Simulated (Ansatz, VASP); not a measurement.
**SnO2 in VASP and in Ansatz**

```xyz
6
Lattice="4.7518 0.0000 0.0000 0.0000 4.7518 0.0000 0.0000 0.0000 2.9413" Properties=species:S:1:pos:R:3 pbc="T T T"
Sn    2.3759    2.3759    1.4707
Sn    0.0000    0.0000    0.0000
O     1.2460    1.6186    0.0000
O     3.6219    0.7573    1.4707
O     1.1299    3.9945    1.4707
O     3.5057    3.1332    0.0000
```

Alike in both runs: functional PBE; k mesh 6 × 6 × 10; occupations gaussian, width 0.05 eV; no spin polarisation.

Ansatz relaxed the structure, and its values are those at the end. VASP's run is a single point on that final structure, the one shown.

|  | VASP | Ansatz |
| --- | --- | --- |
| version | VASP 6.6.1 | Ansatz 0.2.0 |
| potentials or method | VASP PAW PBE potentials, release 64 (Sn_d, O), cutoff 520 eV | scalar-relativistic, plane waves, PAW |
| valence electrons in the cell | 52 | 52 |

```csv
,VASP,Ansatz,Ansatz less VASP
gap on the k mesh at the Fermi level (eV),2.33,2.34,+0.010
least direct gap on the mesh (eV),2.34,2.35,+0.010
rms of the force components (eV/Å),0.024,0.004,-0.0193
```

Ansatz's warnings: stress scf threshold loose.
